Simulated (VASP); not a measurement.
# ZrS (I4/mmm) in VASP: further runs

Runs on ZrS. Level: LDA. Tasks: single point.

All numbers are computed with VASP 6.6.1; they aren't measurements. Logs are shortened: lines on timing, memory, paths and dates and some standing lists are left out, and cuts for length are marked.

**1. The cell of the first run**

Symmetry: I4/mmm, No. 139, tetragonal system. The conventional cell has a = 3.712 Å, b = 3.712 Å, c = 4.725 Å, α = 90.00°, β = 90.00°, γ = 90.00°. Within 3.1 Å of Zr (site symmetry 4/mmm) lie 6 S at 2.36 to 2.62 Å. Within 3.1 Å of S (site symmetry 4/mmm) lie 6 Zr at 2.36 to 2.62 Å.

**2. Single point, LDA (strain -0.1000 x Voigt [0, 1, 0, 0, 0, 0])**

INCAR

```
ALGO = Normal ; EDIFF = 1E-7
ENCUT = 520 ; GGA = CA
ISIF = 2 ; ISMEAR = 0
LASPH = T ; LCHARG = F
LREAL = F ; LWAVE = F
NBANDS = 16 ; NELM = 80
PREC = Accurate ; SIGMA = 0.15
```

KPOINTS

```
k-points
0
Gamma
  16 16 16
```

POSCAR

```
ZrS
1.0
    0.0000000000      2.3625000000      2.6250000000
    2.6250000000      0.0000000000      2.6250000000
    2.6250000000      2.3625000000      0.0000000000
Zr S
1 1
Direct
    0.0000000000      0.0000000000      0.0000000000
    0.5000000000      0.5000000000      0.5000000000
```

Potentials or basis: VASP PAW LDA potentials, release 64 (Zr_sv, S).

Command:

```bash
$ cat potpaw_LDA.64/Zr_sv/POTCAR potpaw_LDA.64/S/POTCAR > POTCAR
$ mpirun -np 1 vasp_std > vasp.out
```

OUTCAR:

```text
EDIFF = 1E-7
   ENCUT = 520
   GGA = CA
   ISIF = 2
   ISMEAR = 0
   LASPH = T
   LREAL = F
   NELM = 80
   PREC = Accurate

 ion  position               nearest neighbor table
   1  0.000  0.000  0.000-   2 2.36   2 2.36   2 2.62   2 2.62   2 2.62   2 2.62
   2  0.500  0.500  0.500-   1 2.36   1 2.36   1 2.62   1 2.62   1 2.62   1 2.62

  LATTYP: Found a body centered tetragonal cell.
 ALAT       =     3.7123106012
 C/A-ratio  =     1.2727922061

  Lattice vectors:

 A1 = (   0.0000000000,  -2.3625000000,   2.6250000000)
 A2 = (   0.0000000000,  -2.3625000000,  -2.6250000000)
 A3 = (   2.6250000000,   2.3625000000,   0.0000000000)

Analysis of symmetry for initial positions (statically):
=====================================================================
 Subroutine PRICEL returns:
 Original cell was already a primitive cell.

 Routine SETGRP: Setting up the symmetry group for a
 body centered tetragonal supercell.

 Subroutine GETGRP returns: Found 16 space group operations
 (whereof 16 operations were pure point group operations)
 out of a pool of 16 trial point group operations.

The static configuration has the point symmetry D_4h.

Analysis of symmetry for dynamics (positions and initial velocities):
=====================================================================
 Subroutine PRICEL returns:
 Original cell was already a primitive cell.

 Routine SETGRP: Setting up the symmetry group for a
 body centered tetragonal supercell.

 Subroutine GETGRP returns: Found 16 space group operations
 (whereof 16 operations were pure point group operations)
 out of a pool of 16 trial point group operations.

The dynamic configuration has the point symmetry D_4h.

 Subroutine INISYM returns: Found 16 space group operations
 (whereof 16 operations are pure point group operations),
 and found     1 'primitive' translations

----------------------------------------------------------------------------------------

                                     Primitive cell

  volume of cell :      32.5582

  direct lattice vectors                    reciprocal lattice vectors
     0.000000000  2.362500000  2.625000000    -0.190476190  0.211640212  0.190476190
     2.625000000  0.000000000  2.625000000     0.190476190 -0.211640212  0.190476190
     2.625000000  2.362500000  0.000000000     0.190476190  0.211640212 -0.190476190

  length of vectors
     3.531576312  3.712310601  3.531576312     0.342569610  0.342569610  0.342569610

[... 75 lines left out ...]
   LNONCOLLINEAR =      F non collinear calculations
   LSORBIT =      F    spin-orbit coupling
   LASPH  =      T    aspherical Exc in radial PAW
   ENCUT  =  520.0 eV  38.22 Ry    6.18 a.u.   6.57  6.90  6.57*2*pi/ulx,y,z
   NELM   =     80;   NELMIN=  2; NELMDL= -5     # of ELM steps
   EDIFF  = 0.1E-06   stopping-criterion for ELM
   LREAL  =      F    real-space projection
   EDIFFG = 0.1E-05   stopping-criterion for IOM
   NSW    =      0    number of steps for IOM
   IBRION =     -1    ionic relax: 0-MD 1-quasi-New 2-CG
   NFREE  =      0    steps in history (QN), initial steepest desc. (CG)
   ISIF   =      2    stress and relaxation
   ISYM   =      2    0-nonsym 1-usesym 2-fastsym
   POTIM  = 0.5000    time-step for ionic-motion
   TEBEG  =    0.0;   TEEND  =   0.0 temperature during run
   PSTRESS=    0.0 pullay stress
   NELECT =      18.0000    total number of electrons
   NUPDOWN=      -1.0000    fix difference up-down
   EMIN   =  10.00;   EMAX   =-10.00  energy-range for DOS
   EFERMI =   0.00;   METHOD = LEGACY
   ISMEAR =     0;   SIGMA  =   0.15  broadening in eV -4-tet -1-fermi 0-gaus
   EFERMI_NEDOS =   21; number of points for ismear=-14 and -15
   IALGO  =     38    algorithm
   IMIX   =      4    mixing-type and parameters
     AMIX     =   0.40;   BMIX     =  1.00
     AMIX_MAG =   1.60;   BMIX_MAG =  1.00
  volume/ion in A,a.u.               =      16.28       109.86
  Fermi-wavevector in a.u.,A,eV,Ry     =   1.343627  2.539088 24.563069  1.805335
  Thomas-Fermi vector in A             =   2.471686
   LORBIT       =      0    0 simple, 1 ext, 2 COOP (PROOUT), +10 PAW based schemes
   GGA     = CA    functional components
   LHFCALC =     F    Hartree Fock is set to
   AEXX    =    0.0000 exact exchange contribution
   IVDW    =     0    specifies the selected vdW correction
   LEPSILON=     F    determine dielectric tensor
   LRPA    =     F    only Hartree local field effects (RPA)
 non-spin polarized calculation
 Gauss-broadening in eV      SIGMA  =   0.15
  energy-cutoff  :      520.00
  volume of cell :       32.56
 maximum number of plane-waves:       889
 NGX is ok and might be reduce to    28
   NGX = 13   NGY = 13   NGZ = 13

 number of electron      18.0000001 magnetization

 Free energy of the ion-electron system (eV)
  ---------------------------------------------------
  ext. energy  EPLUGINS =         0.00000000
  ---------------------------------------------------
  free energy    TOTEN  =       -16.80334777 eV

  energy without entropy =      -16.79093810  energy(sigma->0) =      -16.79714294

 E-fermi :  11.8171     XC(G=0): -12.0222

 val. band max:       11.8145576312   @ k =   0.3125   0.0000   0.0000
 cond. band min:      11.8268700006   @ k =   0.2500  -0.4375   0.1875
 fundamental gap:      0.0123123694
 Fermi energy:        11.8170588353

 k-point     1 :       0.0000    0.0000    0.0000
  band No.  band energies     occupation
      1     -37.5544      2.00000
      2     -15.8038      2.00000
      3     -15.6398      2.00000
      4     -15.6398      2.00000
      5      -4.3664      2.00000
      6       8.2327      2.00000
[... 433 lines left out ...]
      3     -15.6618      2.00000
      4     -15.6520      2.00000
      5      -4.1737      2.00000
      6       7.3502      2.00000
[... 8 lines left out ...]
     15      19.7236      0.00000
     16      23.7947      0.00000

 [... further k-points ...]
[... 5 lines left out ...]
  --------------------------------------------------------------------------------------
  -------------------------------------------------------------------------------------
  Total       -0.9449906      9.3510695     -0.9449906      0.0000000     -0.0000000      0.0000000
  in kB      -46.5026429    460.1627256    -46.5026429      0.0000000     -0.0000000      0.0000000
  external PRESSURE =     122.3858132 kB  Pullay stress =       0.0000000 kB

 VOLUME and BASIS-vectors are now :
 -----------------------------------------------------------------------------
  energy-cutoff  :      520.00
  volume of cell :       32.56
      direct lattice vectors                 reciprocal lattice vectors
     0.000000000  2.362500000  2.625000000    -0.190476190  0.211640212  0.190476190
     2.625000000  0.000000000  2.625000000     0.190476190 -0.211640212  0.190476190
     2.625000000  2.362500000  0.000000000     0.190476190  0.211640212 -0.190476190

 POSITION                                       TOTAL-FORCE (eV/Angst)
 -----------------------------------------------------------------------------------
      0.00000      0.00000      0.00000         0.000000      0.000000      0.000000
      2.62500      2.36250      2.62500        -0.000000      0.000000      0.000000
 -----------------------------------------------------------------------------------
    total drift:                                0.000000      0.000000      0.000000

  FREE ENERGIE OF THE ION-ELECTRON SYSTEM (eV)
  ---------------------------------------------------
  free  energy   TOTEN  =       -16.8033477724 eV

  energy  without entropy=      -16.7909381006  energy(sigma->0) =      -16.79714294
```

OSZICAR:

```text
N       E                     dE             d eps       ncg     rms          rms(c)
DAV:   1     0.122189161781E+03    0.12219E+03   -0.97182E+03 11176   0.111E+03
DAV:   2    -0.126723544954E+02   -0.13486E+03   -0.12976E+03 14544   0.286E+02
DAV:   3    -0.175981604394E+02   -0.49258E+01   -0.48872E+01 17008   0.490E+01
DAV:   4    -0.176889815228E+02   -0.90821E-01   -0.90788E-01 14320   0.605E+00
DAV:   5    -0.176907643824E+02   -0.17829E-02   -0.17828E-02 16432   0.648E-01    0.205E+01
DAV:   6    -0.168475057030E+02    0.84326E+00   -0.17354E+00 13720   0.962E+00    0.967E+00
DAV:   7    -0.168096855040E+02    0.37820E-01   -0.22026E-01 16280   0.301E+00    0.363E+00
DAV:   8    -0.168040139146E+02    0.56716E-02   -0.31686E-02 13144   0.127E+00    0.411E-01
DAV:   9    -0.168034406979E+02    0.57322E-03   -0.39518E-03 13608   0.430E-01    0.164E-01
DAV:  10    -0.168033576857E+02    0.83012E-04   -0.40217E-04 13616   0.198E-01    0.618E-02
DAV:  11    -0.168033476986E+02    0.99871E-05   -0.57390E-05 14464   0.502E-02    0.396E-02
DAV:  12    -0.168033478497E+02   -0.15110E-06   -0.15827E-06 13384   0.105E-02    0.839E-03
DAV:  13    -0.168033477724E+02    0.77261E-07   -0.56475E-07 14880   0.667E-03
   1 F= -.16803348E+02 E0= -.16797143E+02  d E =-.124097E-01
```

stdout:

```text
POSCAR found type information on POSCAR ZrS
 POSCAR found :  2 types and       2 ions
 scaLAPACK will be used
 LDA part: xc-table for (Slater(with rela. corr.)+CA(PZ))
 , standard interpolation
 POSCAR, INCAR and KPOINTS ok, starting setup
 FFT: planning ... GRIDC
 FFT: planning ... GRID_SOFT
 FFT: planning ... GRID
 WAVECAR not read
 entering main loop
```

Wall time 97 s (1 thread of AMD EPYC 9R45 (Zen 5), shared host); peak memory 0.25 GiB.

Results:

* Free energy: -16.8033 eV
* Pressure: 12.2 GPa
* Band gap on the k mesh: zero (band 9 reaches 13.34 eV, above the bottom of band 10 at 9.90 eV)

Caveat: the cell differs from its parent crystal (strain -0.1000 x Voigt [0, 1, 0, 0, 0, 0]).

(Part 1 of 2 ends here.)
